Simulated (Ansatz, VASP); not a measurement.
Two plane-wave programs on Pb

POSCAR

```
Pb
1.0
    0.0000000000      2.4468043773      2.4468043773
    2.4468043773      0.0000000000      2.4468043773
    2.4468043773      2.4468043773      0.0000000000
Pb
1
Direct
    0.0000000000      0.0000000000      0.0000000000
```

Contents of INCAR.step1:

```
SYSTEM = Pb
ALGO     = Normal         ! electronic algorithm
EDIFF    = 1E-4           ! SCF threshold, eV
ENCUT    = 520            ! plane-wave cutoff, eV
GGA      = PE             ! functional
ISMEAR   = 0              ! smearing method
LASPH    = .True.         ! aspherical terms in the spheres
LCHARG   = .False.        ! write CHGCAR
LREAL    = .False.        ! projectors in reciprocal space
LWAVE    = .True.         ! write WAVECAR
NBANDS   = 13             ! bands
NELM     = 80             ! most SCF steps
PREC     = Accurate       ! precision mode
SIGMA    = 0.1            ! smearing width, eV
```

INCAR.step2

```
SYSTEM = Pb
ALGO     = Normal         ! electronic algorithm
EDIFF    = 1E-6           ! SCF threshold, eV
ENCUT    = 520            ! plane-wave cutoff, eV
ISIF     = 2              ! what is computed and relaxed
ISMEAR   = 0              ! smearing method
ISTART   = 1            
LASPH    = .True.         ! aspherical terms in the spheres
LCHARG   = .False.        ! write CHGCAR
LMIXTAU  = .True.       
LREAL    = .False.        ! projectors in reciprocal space
LWAVE    = .False.        ! write WAVECAR
METAGGA  = R2SCAN         ! meta-GGA
NBANDS   = 13             ! bands
NELM     = 80             ! most SCF steps
PREC     = Accurate       ! precision mode
SIGMA    = 0.1            ! smearing width, eV
```

File KPOINTS:

```
k-points
0
Gamma
  14 14 14
  0 0 0
```

Input for Ansatz:

```yaml
crystal:
  lattice:
    - [0.0, 2.4468043769, 2.4468043769]
    - [2.4468043769, 0.0, 2.4468043769]
    - [2.4468043769, 2.4468043769, 0.0]
  atoms:
    - { symbol: Pb, position: [0.0, 0.0, 0.0] }
basis:
  ecutwfc: 500
kpoints:
  mp_grid: { grid: [14, 14, 14] }
hamiltonian:
  xc: r2scan
scf:
  occupations: { method: gaussian, width: 0.1 }
output:
  forces: true
  stress: true
  eigenvalues: true
```

Alike in both runs: task single point; functional r2SCAN; k mesh 14 × 14 × 14; occupations gaussian, width 0.1 eV; no spin polarisation.

|  | VASP | Ansatz |
| --- | --- | --- |
| version | VASP 6.6.1 | Ansatz 0.2.0 |
| potentials or method | VASP PAW PBE potentials, release 64 (Pb_d), cutoff 520 eV | scalar-relativistic, plane waves, PAW |
| valence electrons in the cell | 14 | 14 |

```csv
,VASP,Ansatz,Ansatz less VASP
gap on the k mesh at the Fermi level (eV),none,none,-
pressure (GPa),3.2,3.2,0.00
```

VASP's potentials were made for PBE, not for r2SCAN. A gap of «none» marks a metal or a gap that the smearing closes. The functional is the same, so the differences come from potentials, cutoffs and numerics.

Spin-orbit coupling is off throughout.
